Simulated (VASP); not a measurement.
Wanted: the native input for a VASP 6.6.1 run.

```yaml
Task: single point
Functional: r2SCAN
Potentials_or_basis: VASP PAW PBE potentials, release 64 (Zn, Se)
Cutoff: 520 eV
k_mesh: 4 × 4 × 4
Occupations: gaussian, width 0.02 eV
Spin: no spin polarisation
Dipole_correction: no
Further_INCAR_settings: ALGO = Normal; EDIFF = 1e-06; NBANDS = 60
```

The system is ZnSe2.

```
Zn Se
1.0
     6.30697    0.00000    0.00000
     0.00000    6.30697    0.00000
     0.00000    0.00000    6.30697
Zn Se
4 8
Direct
  0.50000 0.50000 0.00000
  0.50000 0.00000 0.50000
  0.00000 0.50000 0.50000
  0.00000 0.00000 0.00000
  0.10831 0.89169 0.39169
  0.89169 0.39169 0.10831
  0.39169 0.10831 0.89169
  0.60831 0.60831 0.60831
  0.89169 0.10831 0.60831
  0.10831 0.60831 0.89169
  0.60831 0.89169 0.10831
  0.39169 0.39169 0.39169
```

One way to write it, as run:

POSCAR

```
ZnSe2
1.0
    6.3069739220      0.0000000000      0.0000000000
    0.0000000000      6.3069739220      0.0000000000
    0.0000000000      0.0000000000      6.3069739220
Zn Se
4 8
Direct
    0.5000000000      0.5000000000      0.0000000000
    0.5000000000      0.0000000000      0.5000000000
    0.0000000000      0.5000000000      0.5000000000
    0.0000000000      0.0000000000      0.0000000000
    0.1083085856      0.8916914144      0.3916914144
    0.8916914144      0.3916914144      0.1083085856
    0.3916914144      0.1083085856      0.8916914144
    0.6083085856      0.6083085856      0.6083085856
    0.8916914144      0.1083085856      0.6083085856
    0.1083085856      0.6083085856      0.8916914144
    0.6083085856      0.8916914144      0.1083085856
    0.3916914144      0.3916914144      0.3916914144
```

INCAR.step1

```
SYSTEM = ZnSe2
PREC     = Accurate       ! precision mode
ENCUT    = 520            ! plane-wave cutoff, eV
ISMEAR   = 0              ! smearing method
SIGMA    = 0.02           ! smearing width, eV
LREAL    = .FALSE.        ! projectors in reciprocal space
LASPH    = .TRUE.         ! aspherical terms in the spheres
NELM     = 80             ! most SCF steps
NBANDS   = 60             ! bands
GGA      = PE             ! functional
ALGO     = Normal         ! electronic algorithm
EDIFF    = 1E-4           ! SCF threshold, eV
LWAVE    = .TRUE.         ! write WAVECAR
LCHARG   = .FALSE.        ! write CHGCAR
```

INCAR.step2

```
SYSTEM = ZnSe2
PREC     = Accurate       ! precision mode
ENCUT    = 520            ! plane-wave cutoff, eV
EDIFF    = 1E-6           ! SCF threshold, eV
ISMEAR   = 0              ! smearing method
SIGMA    = 0.02           ! smearing width, eV
LREAL    = .FALSE.        ! projectors in reciprocal space
LASPH    = .TRUE.         ! aspherical terms in the spheres
NELM     = 80             ! most SCF steps
ALGO     = Normal         ! electronic algorithm
ISIF     = 2              ! what is computed and relaxed
LWAVE    = .FALSE.        ! write WAVECAR
LCHARG   = .FALSE.        ! write CHGCAR
METAGGA  = R2SCAN         ! meta-GGA
LMIXTAU  = .TRUE.       
NBANDS   = 60             ! bands
ISTART   = 1
```

KPOINTS

```
regular mesh
0
G
  4 4 4
  0 0 0
```

Potentials or basis: VASP PAW PBE potentials, release 64 (Zn, Se).

Run with:

```console
$ cat potpaw_PBE.64/Zn/POTCAR potpaw_PBE.64/Se/POTCAR > POTCAR
$ cp INCAR.step1 INCAR
$ mpirun -np 1 vasp_std > vasp.out
$ cp INCAR.step2 INCAR
$ mpirun -np 1 vasp_std > vasp.out
```

It gave:

```yaml
Pressure: 0.0 GPa
Band_gap_on_the_k_mesh: 1.18 eV (least direct gap 1.35 eV)
```

Caveat: the PAW data sets were made with another functional, which shifts forces and pressure a little.

It took 11 min on 1 thread of AMD EPYC 9755 128-Core Processor (shared host), peak memory 0.39 GiB.
